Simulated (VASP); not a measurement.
# P (Pm-3m) in VASP: further runs

P is run at these levels: PBEsol+D3(BJ); tasks: single point.

All numbers are computed with VASP 6.6.1; they aren't measurements. Logs are shortened: lines on timing, memory, paths and dates and some standing lists are left out, and cuts for length are marked.

## Step 1: The cell of the first run

It takes space group Pm-3m (No. 221, cubic). Conventional cell: a = 2.342 Å, b = 2.342 Å, c = 2.342 Å, α = 90.00°, β = 90.00°, γ = 90.00°. Within 3.1 Å of P (site symmetry m-3m) lie 6 P at 2.34 Å.

This isn't the form of P at room conditions, which is orthorhombic.

## Step 2: Single point, PBEsol+D3(BJ) (12.84 Å³/atom)

File INCAR:

```
ALGO = Normal
EDIFF = 1E-6
ENCUT = 520
GGA = PS
ISIF = 2
ISMEAR = 0
IVDW = 12
LASPH = T
LCHARG = T
LELF = T
LREAL = F
LVHAR = T
LWAVE = F
NBANDS = 8
NELM = 60
PREC = Accurate
SIGMA = 0.1
```

File KPOINTS:

```
k-points
0
Gamma
  18 18 18
```

File POSCAR:

```
P
1.0
    2.3416818140      0.0000000000      0.0000000000
    0.0000000000      2.3416818140      0.0000000000
    0.0000000000      0.0000000000      2.3418459811
P
1
Direct
    0.0000000000      0.0000000000      0.0000000000
```

Potentials or basis: VASP PAW PBE potentials, release 64 (P).

Command:

```
cat potpaw_PBE.64/P/POTCAR > POTCAR
mpirun -np 1 vasp_std > vasp.out
```

OUTCAR:

```text
EDIFF = 1E-6
   ENCUT = 520
   GGA = PS
   ISIF = 2
   ISMEAR = 0
   IVDW = 12
   LASPH = T
   LREAL = F
   NELM = 60
   PREC = Accurate
 IVDW          = 12

 ion  position               nearest neighbor table
   1  0.000  0.000  0.000-

  LATTYP: Found a simple tetragonal cell.
 ALAT       =     2.3416818140
 C/A-ratio  =     1.0000701065

  Lattice vectors:

 A1 = (   2.3416818140,   0.0000000000,   0.0000000000)
 A2 = (   0.0000000000,   2.3416818140,   0.0000000000)
 A3 = (   0.0000000000,   0.0000000000,   2.3418459811)

Analysis of symmetry for initial positions (statically):
=====================================================================
 Subroutine PRICEL returns:
 Original cell was already a primitive cell.

 Routine SETGRP: Setting up the symmetry group for a
 simple tetragonal supercell.

 Subroutine GETGRP returns: Found 16 space group operations
 (whereof 16 operations were pure point group operations)
 out of a pool of 16 trial point group operations.

The static configuration has the point symmetry D_4h.

Analysis of symmetry for dynamics (positions and initial velocities):
=====================================================================
 Subroutine PRICEL returns:
 Original cell was already a primitive cell.

 Routine SETGRP: Setting up the symmetry group for a
 simple tetragonal supercell.

 Subroutine GETGRP returns: Found 16 space group operations
 (whereof 16 operations were pure point group operations)
 out of a pool of 16 trial point group operations.

The dynamic configuration has the point symmetry D_4h.

 Subroutine INISYM returns: Found 16 space group operations
 (whereof 16 operations are pure point group operations),
 and found     1 'primitive' translations

----------------------------------------------------------------------------------------

                                     Primitive cell

  volume of cell :      12.8415

  direct lattice vectors                    reciprocal lattice vectors
     2.341681814  0.000000000  0.000000000     0.427043501  0.000000000  0.000000000
     0.000000000  2.341681814  0.000000000     0.000000000  0.427043501  0.000000000
     0.000000000  0.000000000  2.341845981     0.000000000  0.000000000  0.427013565

  length of vectors
     2.341681814  2.341681814  2.341845981     0.427043501  0.427043501  0.427013565

  position of ions in fractional coordinates (direct lattice)
     0.000000000  0.000000000  0.000000000

  ion indices of the primitive-cell ions
   primitive index   ion index
                 1           1

----------------------------------------------------------------------------------------

 KPOINTS: k-points

Automatic generation of k-mesh.
 Grid dimensions read from file:
 generate k-points for:   18   18   18

 Generating k-lattice:

  Cartesian coordinates                     Fractional coordinates (reciprocal lattice)
     0.023724639  0.000000000  0.000000000     0.055555556  0.000000000  0.000000000
     0.000000000  0.023724639  0.000000000     0.000000000  0.055555556  0.000000000
     0.000000000  0.000000000  0.023722976     0.000000000  0.000000000  0.055555556

  Length of vectors
     0.023724639  0.023724639  0.023722976

  Shift w.r.t. Gamma in fractional coordinates (k-lattice)
     0.000000000  0.000000000  0.000000000

 Subroutine IBZKPT returns following result:
 ===========================================

 Found    550 irreducible k-points:

 Following reciprocal coordinates:
            Coordinates               Weight
  0.000000  0.000000  0.000000      1.000000
  0.055556  0.000000  0.000000      4.000000
  0.111111  0.000000  0.000000      4.000000
  0.166667  0.000000  0.000000      4.000000
  0.222222  0.000000  0.000000      4.000000
  0.277778  0.000000  0.000000      4.000000
[... 16 lines left out ...]
  0.277778  0.111111  0.000000      8.000000
  0.333333  0.111111  0.000000      8.000000
 [... further k-points ...]
   k-points           NKPTS =    550   k-points in BZ     NKDIM =    550   number of bands    NBANDS=      8
   number of dos      NEDOS =    301   number of ions     NIONS =      1
   total plane-waves  NPLWV =   5832
   dimension x,y,z NGX =    18 NGY =   18 NGZ =   18
   dimension x,y,z NGXF=    36 NGYF=   36 NGZF=   36
   ions per type =               1
   NGX,Y,Z   is equivalent  to a cutoff of  12.78, 12.78, 12.78 a.u.
   NGXF,Y,Z  is equivalent  to a cutoff of  25.56, 25.56, 25.56 a.u.
 SYSTEM =  unknown system
   PREC   = accura    normal or accurate (medium, high low for compatibility)
   ISTART =      0    job   : 0-new  1-cont  2-samecut
   ICHARG =      2    charge: 1-file 2-atom 10-const
   ISPIN  =      1    spin polarized calculation?
   LNONCOLLINEAR =      F non collinear calculations
   LSORBIT =      F    spin-orbit coupling
   LASPH  =      T    aspherical Exc in radial PAW
   ENCUT  =  520.0 eV  38.22 Ry    6.18 a.u.   4.35  4.35  4.35*2*pi/ulx,y,z
   NELM   =     60;   NELMIN=  2; NELMDL= -5     # of ELM steps
   EDIFF  = 0.1E-05   stopping-criterion for ELM
   LREAL  =      F    real-space projection
   EDIFFG = 0.1E-04   stopping-criterion for IOM
   NSW    =      0    number of steps for IOM
   IBRION =     -1    ionic relax: 0-MD 1-quasi-New 2-CG
   NFREE  =      0    steps in history (QN), initial steepest desc. (CG)
   ISIF   =      2    stress and relaxation
   ISYM   =      2    0-nonsym 1-usesym 2-fastsym
   POTIM  = 0.5000    time-step for ionic-motion
   TEBEG  =    0.0;   TEEND  =   0.0 temperature during run
   PSTRESS=    0.0 pullay stress
   NELECT =       5.0000    total number of electrons
   NUPDOWN=      -1.0000    fix difference up-down
   EMIN   =  10.00;   EMAX   =-10.00  energy-range for DOS
   EFERMI =   0.00;   METHOD = LEGACY
   ISMEAR =     0;   SIGMA  =   0.10  broadening in eV -4-tet -1-fermi 0-gaus
   EFERMI_NEDOS =   21; number of points for ismear=-14 and -15
   IALGO  =     38    algorithm
   IMIX   =      4    mixing-type and parameters
     AMIX     =   0.40;   BMIX     =  1.00
     AMIX_MAG =   1.60;   BMIX_MAG =  1.00
  volume/ion in A,a.u.               =      12.84        86.66
  Fermi-wavevector in a.u.,A,eV,Ry     =   1.195437  2.259049 19.443682  1.429070
  Thomas-Fermi vector in A             =   2.331403
   LORBIT       =      0    0 simple, 1 ext, 2 COOP (PROOUT), +10 PAW based schemes
   GGA     = PS    functional components
   LHFCALC =     F    Hartree Fock is set to
   AEXX    =    0.0000 exact exchange contribution
   IVDW    =    12    specifies the selected vdW correction
   LEPSILON=     F    determine dielectric tensor
   LRPA    =     F    only Hartree local field effects (RPA)
 non-spin polarized calculation
 Gauss-broadening in eV      SIGMA  =   0.10
  energy-cutoff  :      520.00
  volume of cell :       12.84
 maximum number of plane-waves:       360
 NGX is ok and might be reduce to    18
   NGX =  9   NGY =  9   NGZ =  9

 number of electron       5.0000002 magnetization

 Free energy of the ion-electron system (eV)
  ---------------------------------------------------
  ext. energy  EPLUGINS =         0.00000000
  ---------------------------------------------------
  free energy    TOTEN  =        -5.70506777 eV

  energy without entropy =       -5.70359345  energy(sigma->0) =       -5.70433061

 E-fermi :  11.3973     XC(G=0): -11.9276

 val. band max:       11.3835095456   @ k =   0.4444   0.2778   0.1667
 cond. band min:      11.4067012228   @ k =   0.5000   0.5000   0.5000
 fundamental gap:      0.0231916772
 Fermi energy:        11.3972964416

 k-point     1 :       0.0000    0.0000    0.0000
  band No.  band energies     occupation
      1      -6.3881      2.00000
      2      17.1973      0.00000
      3      17.2006      0.00000
      4      17.2006      0.00000
      5      18.1301      0.00000
      6      18.1311      0.00000
      7      27.1222      0.00000
      8      37.7273      0.00000

 k-point     2 :       0.0556    0.0000    0.0000
  band No.  band energies     occupation
      1      -6.3102      2.00000
      2      15.3900      0.00000
      3      17.2601      0.00000
      4      17.2634      0.00000
      5      18.1928      0.00000
      6      19.8485      0.00000
      7      27.3831      0.00000
      8      37.1160      0.00000

 k-point     3 :       0.1111    0.0000    0.0000
  band No.  band energies     occupation
      1      -6.0768      2.00000
      2      13.1905      0.00000
      3      17.4476      0.00000
      4      17.4510      0.00000
      5      18.3780      0.00000
      6      21.7219      0.00000
      7      28.1995      0.00000
      8      35.6729      0.00000

 k-point     4 :       0.1667    0.0000    0.0000
  band No.  band energies     occupation
      1      -5.6896      2.00000
      2      11.0343      2.00000
      3      17.7562      0.00000
      4      17.7596      0.00000
      5      18.6780      0.00000
      6      23.2573      0.00000
      7      29.5809      0.00000
      8      33.9298      0.00000

 k-point     5 :       0.2222    0.0000    0.0000
  band No.  band energies     occupation
      1      -5.1520      2.00000
      2       8.9678      2.00000
      3      18.1785      0.00000
      4      18.1818      0.00000
      5      19.0781      0.00000
      6      24.4845      0.00000
      7      31.3101      0.00000
      8      32.1471      0.00000

 k-point     6 :       0.2778    0.0000    0.0000
  band No.  band energies     occupation
      1      -4.4704      2.00000
      2       7.0178      2.00000
      3      18.7000      0.00000
      4      18.7033      0.00000
      5      19.5528      0.00000
      6      25.5535      0.00000
      7      30.4524      0.00000
      8      30.4552      0.00000

 k-point     7 :       0.3333    0.0000    0.0000
  band No.  band energies     occupation
      1      -3.6575      2.00000
      2       5.2094      2.00000
      3      19.2922      0.00000
      4      19.2955      0.00000
      5      20.0599      0.00000
      6      26.5822      0.00000
      7      28.9214      0.00000
      8      28.9243      0.00000

 k-point     8 :       0.3889    0.0000    0.0000
  band No.  band energies     occupation
      1      -2.7456      2.00000
      2       3.5820      2.00000
      3      19.8968      0.00000
      4      19.9001      0.00000
      5      20.5337      0.00000
      6      27.6124      0.00000
      7      27.6351      0.00000
      8      27.6380      0.00000

 k-point     9 :       0.4444    0.0000    0.0000
  band No.  band energies     occupation
      1      -1.8409      2.00000
      2       2.2466      2.00000
      3      20.3954      0.00000
      4      20.3987      0.00000
      5      20.8831      0.00000
      6      26.7239      0.00000
      7      26.7268      0.00000
      8      28.5856      0.00000

 k-point    10 :       0.5000    0.0000    0.0000
  band No.  band energies     occupation
      1      -1.3609      2.00000
      2       1.6226      2.00000
      3      20.6001      0.00000
      4      20.6034      0.00000
      5      21.0138      0.00000
      6      26.3811      0.00000
      7      26.3841      0.00000
      8      29.1093      0.00000
[... 78 lines left out ...]
 k-point    18 :       0.4444    0.0556    0.0000
  band No.  band energies     occupation
      1      -1.7634      2.00000
      2       2.3179      2.00000
      3      18.7168      0.00000
      4      20.4548      0.00000
      5      22.3749      0.00000
      6      25.3151      0.00000
      7      26.7857      0.00000
      8      29.3768      0.00000

 k-point    19 :       0.5000    0.0556    0.0000
  band No.  band energies     occupation
      1      -1.2829      2.00000
      2       1.6938      2.00000
      3      18.9058      0.00000
      4      20.6590      0.00000
      5      22.5561      0.00000
      6      24.9718      0.00000
      7      26.4435      0.00000
      8      29.8817      0.00000

 k-point    20 :       0.1111    0.1111    0.0000
  band No.  band energies     occupation
      1      -5.7657      2.00000
      2      12.8840      0.00000
      3      14.1993      0.00000
      4      17.6972      0.00000
      5      20.4748      0.00000
      6      23.5510      0.00000
      7      28.8385      0.00000
      8      33.4951      0.00000

 k-point    21 :       0.1667    0.1111    0.0000
  band No.  band energies     occupation
      1      -5.3789      2.00000
      2      11.1897      1.99667
      3      14.0833      0.00000
      4      18.0049      0.00000
      5      20.9883      0.00000
      6      25.0911      0.00000
      7      29.4760      0.00000
      8      32.1250      0.00000

 k-point    22 :       0.2222    0.1111    0.0000
  band No.  band energies     occupation
      1      -4.8419      2.00000
      2       9.2010      2.00000
      3      14.4608      0.00000
      4      18.4256      0.00000
      5      21.4787      0.00000
      6      26.2633      0.00000
      7      29.0799      0.00000
      8      32.3492      0.00000

 k-point    23 :       0.2778    0.1111    0.0000
  band No.  band energies     occupation
      1      -4.1608      2.00000
      2       7.2791      2.00000
      3      14.9874      0.00000
      4      18.9452      0.00000
      5      22.0053      0.00000
      6      26.5518      0.00000
      7      28.3841      0.00000
      8      30.6802      0.00000

 k-point    24 :       0.3333    0.1111    0.0000
  band No.  band energies     occupation
      1      -3.3485      2.00000
      2       5.4842      2.00000
      3      15.5990      0.00000
      4      19.5349      0.00000
      5      22.5368      0.00000
      6      25.5452      0.00000
      7      28.8658      0.00000
      8      29.1558      0.00000

 [... further k-points ...]

------------------------ aborting loop because EDIFF is reached ----------------------------------------

 Edisp (eV)   -0.44234

 E8    (eV) :    -0.2626

  FORCE on cell =-STRESS in cart. coord.  units (eV):
  Direction    XX          YY          ZZ          XY          YZ          ZX
  --------------------------------------------------------------------------------------
  -------------------------------------------------------------------------------------
  Total       0.80651     0.80651     0.80452     0.00000     0.00000     0.00000
  in kB     100.62489   100.62489   100.37634     0.00000     0.00000     0.00000
  external pressure =      100.54 kB  Pullay stress =        0.00 kB

 VOLUME and BASIS-vectors are now :
 -----------------------------------------------------------------------------
  energy-cutoff  :      520.00
  volume of cell :       12.84
      direct lattice vectors                 reciprocal lattice vectors
     2.341681814  0.000000000  0.000000000     0.427043501  0.000000000  0.000000000
     0.000000000  2.341681814  0.000000000     0.000000000  0.427043501  0.000000000
     0.000000000  0.000000000  2.341845981     0.000000000  0.000000000  0.427013565

 POSITION                                       TOTAL-FORCE (eV/Angst)
 -----------------------------------------------------------------------------------
      0.00000      0.00000      0.00000         0.000000      0.000000      0.000000
 -----------------------------------------------------------------------------------
    total drift:                                0.000000      0.000000      0.000000

  FREE ENERGIE OF THE ION-ELECTRON SYSTEM (eV)
  ---------------------------------------------------
  free  energy   TOTEN  =        -6.1474058053 eV

  energy  without entropy=       -6.1459314864  energy(sigma->0) =       -6.14666865
```

Run time: 13 s. Hardware: 1 thread of Intel Xeon 6975P-C (Granite Rapids), shared host; peak memory 0.16 GiB.

What came out:

| Quantity | Value |
| --- | --- |
| Free energy | -6.1474 eV |
| Pressure | 10.1 GPa |
| Band gap on the k mesh | zero (an odd number of electrons rules out a gap without spin polarisation) |
| Dispersion energy per atom | -0.442 eV |

Caveat: the cell stands under pressure; the PAW data sets were made with another functional, which shifts forces and pressure a little.

[end of part 1 of 2]
